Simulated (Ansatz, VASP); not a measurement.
# C: VASP beside Ansatz

```
C
1.0
     2.13601   -1.23323   -0.00830
     2.13601    1.23323   -0.00830
    -1.39837    0.00000    4.28848
C
2
Cartesian
  3.5600 0.0000 -0.0138
  -0.6864 0.0000 4.2857
```

Alike in both runs: functional PBE; k mesh 14 × 14 × 8; occupations gaussian, width 0.02 eV; no spin polarisation.

Ansatz relaxed the structure, and its values are those at the end. VASP's run is a single point on that final structure, the one shown.

```csv
,VASP,Ansatz
version,VASP 6.6.1,Ansatz 0.2.0
potentials or method,"VASP PAW PBE potentials, release 64 (C), cutoff 520 eV","scalar-relativistic, plane waves, PAW"
valence electrons in the cell,8,8
```

Ansatz gave:

| Quantity | Value |
| --- | --- |
| gap on the k mesh at the Fermi level (eV) | 1.12 |
| least direct gap on the mesh (eV) | 1.12 |
| pressure (GPa) | 0.0 |

Problem. What did VASP give for the same quantities?

Solution. gap on the k mesh at the Fermi level (eV): 1.12; least direct gap on the mesh (eV): 1.12; pressure (GPa): 0.4.
